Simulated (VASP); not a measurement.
Write the native input for VASP 6.6.1 that does the following.

* Task: single point
* Functional: RPBE
* Dispersion: D3(BJ)
* Potentials or basis: VASP PAW PBE potentials, release 64 (Sb)
* Cutoff: 520 eV
* k mesh: 8 × 8 × 8
* Occupations: fermi-dirac, width 0.05 eV
* Spin: no spin polarisation
* Dipole correction: no
* Further INCAR settings: ALGO = Normal; EDIFF = 1e-06; NBANDS = 8

The structure of Sb lies in POSCAR:

```
Sb
1.0
    2.8519000000      0.0000000000      0.0000000000
    0.0000000000      2.8519000000      0.0000000000
    0.0000000000      0.0000000000      2.8519000000
Sb
1
Direct
    0.0000000000      0.0000000000      0.0000000000
```

One way to write it, as run:

INCAR

```
PREC = Accurate
ENCUT = 520
EDIFF = 1E-6
ISMEAR = -1
SIGMA = 0.05
LREAL = False
LASPH = True
NELM = 100
ALGO = Normal
ISIF = 2
LWAVE = False
LCHARG = False
GGA = RP
IVDW = 12
NBANDS = 8
```

KPOINTS

```
Automatic mesh
0
Gamma
  8 8 8
```

Potentials or basis: VASP PAW PBE potentials, release 64 (Sb).

Command:

```sh
$ cat potpaw_PBE.64/Sb/POTCAR > POTCAR
$ mpirun -np 1 vasp_std > vasp.out
```

Results of the run:

```yaml
Pressure: 0.2 GPa
Dispersion_energy_per_atom: -3.015 eV
```

Caveat: the PAW data sets were made with another functional, which shifts forces and pressure a little; pairwise dispersion overbinds metals, which lowers pressure and volume.

It took 6.9 s on 1 thread of Intel(R) Xeon(R) Platinum 8375C CPU @ 2.90GHz (Ice Lake) (shared host), peak memory 0.14 GiB.
